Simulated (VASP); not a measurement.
Write the native input for VASP 6.6.1 that does the following.

```
Task                   : single point
Functional             : PBEsol
Dispersion             : D3(BJ)
Potentials or basis    : VASP PAW PBE potentials, release 64 (Bi_d)
Cutoff                 : 520 eV
k mesh                 : 18 × 18 × 18
Occupations            : gaussian, width 0.15 eV
Spin                   : no spin polarisation
Dipole correction      : no
Further INCAR settings : ALGO = Fast; EDIFF = 1e-07; NBANDS = 14
```

The structure of Bi lies in POSCAR:

```
Bi
1.0
   -2.0221220646      2.0221220646      1.7414515221
    2.0221220646     -2.0221220646      1.7414515221
    2.0221220646      2.0221220646     -1.7414515221
Bi
1
Direct
    0.0000000000      0.0000000000      0.0000000000
```

One way to write it, as run:

INCAR

```
SYSTEM = Bi
PREC = Accurate
ENCUT = 520
EDIFF = 1E-7
ISMEAR = 0
SIGMA = 0.15
LREAL = .False.
LASPH = .True.
NELM = 100
ALGO = Fast
ISIF = 2
LWAVE = .False.
LCHARG = .False.
GGA = PS
IVDW = 12
NBANDS = 14
```

KPOINTS

```
regular mesh
0
Gamma
  18 18 18
  0 0 0
```

Potentials or basis: VASP PAW PBE potentials, release 64 (Bi_d).

Launch:

```console
$ cat potpaw_PBE.64/Bi_d/POTCAR > POTCAR
$ mpirun -np 1 vasp_std > vasp.out
```

Results of the run:

```yaml
Pressure: 0.6 GPa
Band_gap_on_the_k_mesh: zero (an odd number of electrons rules out a gap without spin polarisation)
Dispersion_energy_per_atom: -0.574 eV
```

Caveat: the PAW data sets were made with another functional, which shifts forces and pressure a little; spin-orbit coupling is left out, which moves the levels of the heavy elements.

Run time: 4 min on 1 thread of Intel Xeon 8259CL (shared host), peak memory 0.3 GiB.
